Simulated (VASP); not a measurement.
# Sc in VASP: a series of runs

Runs on Sc. Level: PBEsol. Tasks: single point, relaxation of cell and atoms.

Everything below comes from runs of VASP 6.6.1. Logs are shortened: lines on timing, memory, paths and dates and some standing lists are left out, and cuts for length are marked.

## (1) The cell of the first run

Symmetry: I4/mmm, No. 139, tetragonal system. The conventional cell has a = 3.222 Å, b = 3.222 Å, c = 4.547 Å, α = 90.00°, β = 90.00°, γ = 90.00°. Within 4.2 Å of Sc (site symmetry 4/mmm) lie 12 Sc at 3.22 Å.

This isn't the form of Sc at room conditions, which is hcp.

## (2) Single point, PBEsol

Contents of INCAR:

```
SYSTEM = Sc
PREC = Accurate ; ENCUT = 520
EDIFF = 1E-6 ; ISMEAR = -1
SIGMA = 0.05 ; LREAL = .FALSE.
LASPH = .TRUE. ; NELM = 80
ALGO = Normal ; ISIF = 2
LWAVE = .FALSE. ; LCHARG = .FALSE.
GGA = PS ; NBANDS = 12
```

Contents of KPOINTS:

```
regular mesh
0
G
  10 10 10
  0 0 0
```

Contents of POSCAR:

```
Sc
1.0
    3.2183207971      0.0547349273      0.0146018055
    1.5584005109      2.8164335540      0.0198626513
    1.5849394121      0.9477712633      2.6405250489
Sc
1
Direct
    0.0000000000      0.0000000000      0.0000000000
```

Potentials or basis: VASP PAW PBE potentials, release 64 (Sc_sv).

The run is started by

```console
cat potpaw_PBE.64/Sc_sv/POTCAR > POTCAR
mpirun -np 1 vasp_std > vasp.out
```

OUTCAR:

```text
SYSTEM = Sc
   PREC = Accurate
   ENCUT = 520
   EDIFF = 1E-6
   ISMEAR = -1
   LREAL = .FALSE.
   LASPH = .TRUE.
   NELM = 80
   ISIF = 2
   GGA = PS

 ion  position               nearest neighbor table
   1  0.000  0.000  0.000-

  LATTYP: Found a base centered monoclinic cell.
 ALAT       =    10.1724314150
 B/A-ratio  =     0.4479519307
 C/A-ratio  =     0.3164276470
 COS(beta)  =    -0.9486149314

  Lattice vectors:

 A1 = (  -1.6068424838,  -0.9756259547,   5.2465856410)
 A2 = (  -4.8517021821,   0.8383014087,   2.6113214379)
 A3 = (   1.6333813850,  -0.8930363360,  -2.6259232434)

Analysis of symmetry for initial positions (statically):
=====================================================================
 Subroutine PRICEL returns:
 Original cell was already a primitive cell.

 Routine SETGRP: Setting up the symmetry group for a
 base centered monoclinic supercell.

 Subroutine GETGRP returns: Found  4 space group operations
 (whereof  4 operations were pure point group operations)
 out of a pool of  4 trial point group operations.

The static configuration has the point symmetry C_2h.

Analysis of symmetry for dynamics (positions and initial velocities):
=====================================================================
 Subroutine PRICEL returns:
 Original cell was already a primitive cell.

 Routine SETGRP: Setting up the symmetry group for a
 base centered monoclinic supercell.

 Subroutine GETGRP returns: Found  4 space group operations
 (whereof  4 operations were pure point group operations)
 out of a pool of  4 trial point group operations.

The dynamic configuration has the point symmetry C_2h.

 Subroutine INISYM returns: Found  4 space group operations
 (whereof  4 operations are pure point group operations),
 and found     1 'primitive' translations

----------------------------------------------------------------------------------------

                                     Primitive cell

  volume of cell :      23.6065

  direct lattice vectors                    reciprocal lattice vectors
     3.218320797  0.054734927  0.014601806     0.314237077 -0.172982619 -0.126527401
     1.558400511  2.816433554  0.019862651    -0.005536177  0.359007607 -0.125536619
     1.584939412  0.947771263  2.640525049    -0.001696051 -0.001743965  0.380356558

  length of vectors
     3.218819330  3.218898048  3.222215983     0.380364444  0.380363713  0.380364337

  position of ions in fractional coordinates (direct lattice)
     0.000000000  0.000000000  0.000000000

  ion indices of the primitive-cell ions
   primitive index   ion index
                 1           1

----------------------------------------------------------------------------------------

 KPOINTS: regular mesh

Automatic generation of k-mesh.
 Grid dimensions read from file:
 generate k-points for:   10   10   10

 Generating k-lattice:

  Cartesian coordinates                     Fractional coordinates (reciprocal lattice)
     0.031423708 -0.017298262 -0.012652740     0.100000000  0.000000000  0.000000000
    -0.000553618  0.035900761 -0.012553662    -0.000000000  0.100000000  0.000000000
    -0.000169605 -0.000174397  0.038035656    -0.000000000 -0.000000000  0.100000000

  Length of vectors
     0.038036444  0.038036371  0.038036434

  Shift w.r.t. Gamma in fractional coordinates (k-lattice)
     0.000000000  0.000000000  0.000000000

 Subroutine IBZKPT returns following result:
 ===========================================

 Found    282 irreducible k-points:

 Following reciprocal coordinates:
            Coordinates               Weight
  0.000000  0.000000  0.000000      1.000000
  0.100000 -0.000000 -0.000000      4.000000
  0.200000 -0.000000 -0.000000      4.000000
  0.300000  0.000000  0.000000      4.000000
  0.400000 -0.000000  0.000000      4.000000
  0.500000 -0.000000 -0.000000      2.000000
[... 16 lines left out ...]
 -0.400000  0.200000  0.000000      4.000000
 -0.300000  0.200000 -0.000000      4.000000
 [... further k-points ...]
   k-points           NKPTS =    282   k-points in BZ     NKDIM =    282   number of bands    NBANDS=     12
   number of dos      NEDOS =    301   number of ions     NIONS =      1
   total plane-waves  NPLWV =  13824
   dimension x,y,z NGX =    24 NGY =   24 NGZ =   24
   dimension x,y,z NGXF=    48 NGYF=   48 NGZF=   48
   ions per type =               1
   NGX,Y,Z   is equivalent  to a cutoff of  12.40, 12.40, 12.38 a.u.
   NGXF,Y,Z  is equivalent  to a cutoff of  24.79, 24.79, 24.76 a.u.
 SYSTEM =  Sc
   PREC   = accura    normal or accurate (medium, high low for compatibility)
   ISTART =      0    job   : 0-new  1-cont  2-samecut
   ICHARG =      2    charge: 1-file 2-atom 10-const
   ISPIN  =      1    spin polarized calculation?
   LNONCOLLINEAR =      F non collinear calculations
   LSORBIT =      F    spin-orbit coupling
   LASPH  =      T    aspherical Exc in radial PAW
   ENCUT  =  520.0 eV  38.22 Ry    6.18 a.u.   5.98  5.99  5.99*2*pi/ulx,y,z
   NELM   =     80;   NELMIN=  2; NELMDL= -5     # of ELM steps
   EDIFF  = 0.1E-05   stopping-criterion for ELM
   LREAL  =      F    real-space projection
   EDIFFG = 0.1E-04   stopping-criterion for IOM
   NSW    =      0    number of steps for IOM
   IBRION =     -1    ionic relax: 0-MD 1-quasi-New 2-CG
   NFREE  =      0    steps in history (QN), initial steepest desc. (CG)
   ISIF   =      2    stress and relaxation
   ISYM   =      2    0-nonsym 1-usesym 2-fastsym
   POTIM  = 0.5000    time-step for ionic-motion
   TEBEG  =    0.0;   TEEND  =   0.0 temperature during run
   PSTRESS=    0.0 pullay stress
   NELECT =      11.0000    total number of electrons
   NUPDOWN=      -1.0000    fix difference up-down
   EMIN   =  10.00;   EMAX   =-10.00  energy-range for DOS
   EFERMI =   0.00;   METHOD = LEGACY
   ISMEAR =    -1;   SIGMA  =   0.05  broadening in eV -4-tet -1-fermi 0-gaus
   EFERMI_NEDOS =   21; number of points for ismear=-14 and -15
   IALGO  =     38    algorithm
   IMIX   =      4    mixing-type and parameters
     AMIX     =   0.40;   BMIX     =  1.00
     AMIX_MAG =   1.60;   BMIX_MAG =  1.00
  volume/ion in A,a.u.               =      23.61       159.30
  Fermi-wavevector in a.u.,A,eV,Ry     =   1.269195  2.398432 21.917042  1.610857
  Thomas-Fermi vector in A             =   2.402250
   LORBIT       =      0    0 simple, 1 ext, 2 COOP (PROOUT), +10 PAW based schemes
   GGA     = PS    functional components
   LHFCALC =     F    Hartree Fock is set to
   AEXX    =    0.0000 exact exchange contribution
   IVDW    =     0    specifies the selected vdW correction
   LEPSILON=     F    determine dielectric tensor
   LRPA    =     F    only Hartree local field effects (RPA)
 non-spin polarized calculation
  energy-cutoff  :      520.00
  volume of cell :       23.61
 maximum number of plane-waves:       647
   NGX = 11   NGY = 11   NGZ = 11

 number of electron      11.0000012 magnetization

 Free energy of the ion-electron system (eV)
  ---------------------------------------------------
  ext. energy  EPLUGINS =         0.00000000
  ---------------------------------------------------
  free energy    TOTEN  =        -6.56532835 eV

  energy without entropy =       -6.54890328  energy(sigma->0) =       -6.55711582

 E-fermi :   3.8850     XC(G=0): -10.1649

 val. band max:        3.8815122830   @ k =  -0.2000   0.4000   0.2000
 cond. band min:       3.9258078081   @ k =   0.2000   0.4000   0.0000
 fundamental gap:      0.0442955251
 Fermi energy:         3.8849654151

 k-point     1 :       0.0000    0.0000    0.0000
  band No.  band energies     occupation
      1     -45.2160      2.00000
      2     -23.6924      2.00000
      3     -23.6922      2.00000
      4     -23.6921      2.00000
      5      -1.3890      2.00000
      6       5.5217      0.00000
      7       5.5221      0.00000
      8       5.5361      0.00000
      9       6.9831      0.00000
     10       6.9996      0.00000
     11      16.6513      0.00000
     12      20.1763      0.00000

 k-point     2 :       0.1000   -0.0000   -0.0000
  band No.  band energies     occupation
      1     -45.2091      2.00000
      2     -23.7381      2.00000
      3     -23.6981      2.00000
      4     -23.6980      2.00000
      5      -1.1266      2.00000
      6       5.3328      0.00000
      7       5.6161      0.00000
      8       5.6259      0.00000
      9       6.9198      0.00000
     10       6.9348      0.00000
     11      16.8715      0.00000
     12      18.5059      0.00000

 k-point     3 :       0.2000   -0.0000   -0.0000
  band No.  band energies     occupation
      1     -45.1909      2.00000
      2     -23.8567      2.00000
      3     -23.7134      2.00000
      4     -23.7132      2.00000
      5      -0.3883      2.00000
      6       4.8837      0.00000
      7       5.7525      0.00000
      8       5.7650      0.00000
      9       6.9088      0.00000
     10       6.9177      0.00000
     11      15.8051      0.00000
     12      17.4706      0.00000
[... 286 lines left out ...]
 k-point    23 :      -0.4000    0.2000    0.0000
  band No.  band energies     occupation
      1     -45.1332      2.00000
      2     -24.0948      2.00000
      3     -23.8685      2.00000
      4     -23.7763      2.00000
      5       2.7751      2.00000
      6       3.7421      1.89136
      7       4.8115      0.00000
      8       5.9984      0.00000
      9       7.6702      0.00000
     10       8.9590      0.00000
     11      11.0222      0.00000
     12      14.9128      0.00000

 k-point    24 :      -0.3000    0.2000   -0.0000
  band No.  band energies     occupation
      1     -45.1432      2.00000
      2     -24.0457      2.00000
      3     -23.8637      2.00000
      4     -23.7536      2.00000
      5       2.0768      2.00000
      6       4.1427      0.01147
      7       4.7751      0.00000
      8       6.0527      0.00000
      9       7.0529      0.00000
     10       8.5839      0.00000
     11      12.6467      0.00000
     12      14.7077      0.00000

 [... further k-points ...]
[... 5 lines left out ...]
  --------------------------------------------------------------------------------------
  -------------------------------------------------------------------------------------
  Total        0.0023075     -0.0002101      0.0011052      0.0021391     -0.0018460     -0.0030226
  in kB        0.1566124     -0.0142581      0.0750124      0.1451793     -0.1252876     -0.2051467
  external PRESSURE =       0.0724556 kB  Pullay stress =       0.0000000 kB

 VOLUME and BASIS-vectors are now :
 -----------------------------------------------------------------------------
  energy-cutoff  :      520.00
  volume of cell :       23.61
      direct lattice vectors                 reciprocal lattice vectors
     3.218320797  0.054734927  0.014601806     0.314237077 -0.172982619 -0.126527401
     1.558400511  2.816433554  0.019862651    -0.005536177  0.359007607 -0.125536619
     1.584939412  0.947771263  2.640525049    -0.001696051 -0.001743965  0.380356558

 POSITION                                       TOTAL-FORCE (eV/Angst)
 -----------------------------------------------------------------------------------
      0.00000      0.00000      0.00000         0.000000      0.000000     -0.000000
 -----------------------------------------------------------------------------------
    total drift:                               -0.000000     -0.000000     -0.000000

  FREE ENERGIE OF THE ION-ELECTRON SYSTEM (eV)
  ---------------------------------------------------
  free  energy   TOTEN  =        -6.5653283494 eV

  energy  without entropy=       -6.5489032826  energy(sigma->0) =       -6.55711582
```

Wall time 1.8 min (1 thread of Oxide Virtual Turin-like, shared host); peak memory 0.16 GiB.

Results:

| Quantity | Value |
| --- | --- |
| Free energy | -6.5653 eV |
| Pressure | 0.0 GPa |
| Band gap on the k mesh | zero (an odd number of electrons rules out a gap without spin polarisation) |

Levels at points of the mesh, in eV from the Fermi level:
```
           k point  band 4  band 5  band 6  band 7  band 8  band 9
(0.00, 0.00, 0.00)  -27.58   -5.27    1.64    1.64    1.65    3.10
(0.50, 0.00, 0.00)  -27.64   -1.82    0.33    1.51    1.53    4.06
(0.00, 0.50, 0.00)  -27.64   -1.82    0.33    1.51    1.53    4.06
(0.50, 0.50, 0.00)  -27.74   -1.61   -0.69    2.10    4.06    4.31
(0.50, 0.00, 0.50)  -27.74   -1.61   -0.69    2.07    4.06    4.31
(0.00, 0.50, 0.50)  -27.74   -1.61   -0.69    2.07    4.06    4.31
```

Caveat: the PAW data sets were made with another functional, which shifts forces and pressure a little.

## (3) Relaxation of cell and atoms, PBEsol

This run uses another cell than the first one, of 24.35 Å³/atom.

Contents of INCAR:

```
ALGO = Fast
EDIFF = 1E-6
EDIFFG = -0.01
ENCUT = 600
GGA = PS
IBRION = 2
ISIF = 3
ISMEAR = -1
LASPH = True
LCHARG = False
LREAL = False
LWAVE = False
NELM = 100
NSW = 60
PREC = Accurate
SIGMA = 0.05
```

Contents of KPOINTS:

```
k-points
0
Gamma
  10 10 10
```

Contents of POSCAR:

```
Sc
1.0
    3.2019616822      0.0000000000      0.0000000000
    1.5021078373      2.8441406042      0.0000000000
    1.5489936237      0.9264468030      2.6741812389
Sc
1
Direct
    0.0000000000      0.0000000000      0.0000000000
```

Potentials or basis: VASP PAW PBE potentials, release 64 (Sc_sv).

The run is started by

```console
cat potpaw_PBE.64/Sc_sv/POTCAR > POTCAR
mpirun -np 1 vasp_std > vasp.out
```

Run time: 26 min. Hardware: 1 thread of Oxide Virtual Turin-like, shared host; peak memory 0.26 GiB.

It converged, with:

```
Free energy                           : -6.5658 eV
Relaxed volume                        : 23.67 Å³/atom
Relaxed cell                          : a = 3.219 Å, b = 3.219 Å, c = 3.229 Å, α = 59.90°, β = 59.90°, γ = 60.21°
Space group after relaxing (to 0.1 Å) : Fm-3m (No. 225)
Energy gained by relaxing             : 8.5 meV/atom
Ionic steps                           : 11
Pressure after relaxing               : 0.0 GPa
Band gap on the k mesh                : zero (an odd number of electrons rules out a gap without spin polarisation)
```

The path:
```tsv
step	energy change (eV)	largest force (eV/Å)	pressure (GPa)	volume (Å³)
1	0.0000	0.0000	-1.48	24.35
2	-0.0070	0.0000	0.22	23.56
3	-0.0071	0.0000	0.34	23.47
4	-0.0068	0.0000	0.87	23.27
5	-0.0071	0.0000	0.54	23.42
6	-0.0083	0.0000	0.22	23.54
7	-0.0084	0.0000	0.13	23.58
8	-0.0084	0.0000	0.12	23.59
9	-0.0085	0.0000	0.00	23.65
10	-0.0085	0.0000	-0.10	23.68
11	-0.0085	0.0000	-0.04	23.67
```

Final structure:
```xyz
1
Lattice="3.2189 0.0506 0.0200 1.5550 2.8188 0.0252 1.5886 0.9499 2.6463" Properties=species:S:1:pos:R:3 pbc="T T T"
Sc    0.0000    0.0000    0.0000
```

Levels at points of the mesh, in eV from the Fermi level:
```csv
k point,band 2,band 3,band 4,band 5,band 6,band 7,band 8,band 9
"(0.00, 0.00, 0.00)",-27.59,-27.59,-27.59,-5.27,1.62,1.62,1.67,3.07
"(0.50, 0.00, 0.00)",-28.05,-27.65,-27.65,-1.82,0.32,1.49,1.54,4.04
"(0.00, 0.50, 0.00)",-28.05,-27.65,-27.65,-1.82,0.32,1.49,1.54,4.04
"(0.50, 0.50, 0.00)",-28.02,-27.75,-27.75,-1.60,-0.69,2.13,4.04,4.30
"(0.00, 0.00, 0.50)",-28.05,-27.65,-27.65,-1.82,0.32,1.49,1.54,4.06
"(0.50, 0.00, 0.50)",-28.02,-27.75,-27.75,-1.61,-0.68,2.04,4.04,4.29
"(0.00, 0.50, 0.50)",-28.02,-27.75,-27.75,-1.61,-0.68,2.04,4.04,4.32
"(0.50, 0.50, 0.50)",-28.05,-27.65,-27.65,-1.82,0.32,1.49,1.54,4.04
```

Caveat: the PAW data sets were made with another functional, which shifts forces and pressure a little.

## (4) Relaxation of cell and atoms, PBEsol, target pressure 2 GPa, at which the enthalpy is minimised

This run uses another cell than the first one, of 24.35 Å³/atom.

Contents of INCAR:

```
SYSTEM = Sc
ALGO = Fast
EDIFF = 1E-6
EDIFFG = -0.01
ENCUT = 600
GGA = PS
IBRION = 2
ISIF = 3
ISMEAR = -1
LASPH = .TRUE.
LCHARG = .FALSE.
LREAL = .FALSE.
LWAVE = .FALSE.
NELM = 100
NSW = 60
PREC = Accurate
PSTRESS = 20.0
SIGMA = 0.05
```

Contents of KPOINTS:

```
k-points
0
G
  10 10 10
  0 0 0
```

POSCAR is that of step 3.

The run is started by

```console
cat potpaw_PBE.64/Sc_sv/POTCAR > POTCAR
mpirun -np 1 vasp_std > vasp.out
```

It took 29 min on 1 thread of Oxide Virtual Turin-like, shared host; peak memory 0.26 GiB.

The run converged. Its results:

```yaml
Free_energy: -6.5611 eV
Relaxed_volume: 22.84 Å³/atom
Relaxed_cell: a = 3.183 Å, b = 3.184 Å, c = 3.186 Å, α = 59.99°, β = 59.98°, γ = 60.05°
Space_group_after_relaxing_to_0.1_Å: Fm-3m (No. 225)
Energy_change_on_relaxing_the_run_minimises_the_enthalpy: -3.7 meV/atom
Ionic_steps: 13
Pressure_after_relaxing: 2.0 GPa
Band_gap_on_the_k_mesh: zero (an odd number of electrons rules out a gap without spin polarisation)
```

The path:
| step | energy change (eV) | largest force (eV/Å) | pressure (GPa) | volume (Å³) |
| --- | --- | --- | --- | --- |
| 1 | 0.0000 | 0.0000 | -1.48 | 24.35 |
| 2 | 0.0023 | 0.0000 | 2.78 | 22.53 |
| 3 | -0.0004 | 0.0000 | 2.31 | 22.72 |
| 4 | -0.0008 | 0.0000 | 2.21 | 22.75 |
| 5 | -0.0027 | 0.0000 | 2.09 | 22.80 |
| 6 | -0.0036 | 0.0000 | 1.98 | 22.84 |
| 7 | -0.0036 | 0.0000 | 2.00 | 22.83 |
| 8 | -0.0035 | 0.0000 | 2.01 | 22.83 |
| 9 | -0.0035 | 0.0000 | 1.99 | 22.83 |
| 10 | -0.0035 | 0.0000 | 2.01 | 22.82 |
| 11 | -0.0034 | 0.0000 | 2.08 | 22.81 |
| 12 | -0.0040 | 0.0000 | 1.89 | 22.86 |
| 13 | -0.0037 | 0.0000 | 1.96 | 22.84 |

Final structure:
```
CELL_PARAMETERS angstrom
3.18245 0.05482 0.01350
1.54158 2.78588 0.01830
1.56695 0.93699 2.61126
ATOMIC_POSITIONS crystal
Sc 0.00000 0.00000 0.00000
```

Levels at points of the mesh, in eV from the Fermi level:
```tsv
k point	band 4	band 5	band 6	band 7	band 8	band 9
(0.00, 0.00, 0.00)	-27.46	-5.33	1.68	1.69	1.70	3.21
(0.50, 0.00, 0.00)	-27.53	-1.86	0.41	1.56	1.57	4.22
(0.00, 0.50, 0.00)	-27.53	-1.86	0.40	1.55	1.57	4.22
(0.50, 0.50, 0.00)	-27.65	-1.68	-0.74	2.22	4.21	4.49
(0.00, 0.00, 0.50)	-27.53	-1.86	0.40	1.55	1.57	4.22
(0.50, 0.00, 0.50)	-27.65	-1.68	-0.74	2.20	4.22	4.48
(0.00, 0.50, 0.50)	-27.65	-1.68	-0.74	2.20	4.22	4.48
(0.50, 0.50, 0.50)	-27.53	-1.86	0.40	1.56	1.57	4.22
```

Caveat: the cell is relaxed towards a set pressure, so the run minimises the enthalpy, not the energy; the PAW data sets were made with another functional, which shifts forces and pressure a little.

## (5) Summary

| task | cell | cutoff (eV) | gap on the mesh (eV) | pressure (GPa) |
| --- | --- | --- | --- | --- |
| single point | a = 3.219, b = 3.219, c = 3.222 Å, angles 60.0, 60.0, 60.1°, 1 atom | 520 | none | 0.0 |
| relaxation of cell and atoms | relaxed from a = 3.202, b = 3.216, c = 3.226 Å, angles 61.4, 61.3, 62.2°, 1 atom | 600 | none | 0.0 |
| relaxation of cell and atoms | relaxed to 2 GPa from a = 3.202, b = 3.216, c = 3.226 Å, angles 61.4, 61.3, 62.2°, 1 atom | 600 | none | 2.0 |

Alike in all rows: level PBEsol; potentials or basis VASP PAW PBE potentials, release 64 (Sc_sv); no spin polarisation; k mesh 10 × 10 × 10; smearing fermi-dirac 0.05 eV.

Caveats: the PAW data sets were made with another functional, which shifts forces and pressure a little; the cell is relaxed towards a set pressure, so the run minimises the enthalpy, not the energy (at least some runs).

Total energies depend on the potentials used, so only differences within one code and one set of settings carry meaning.
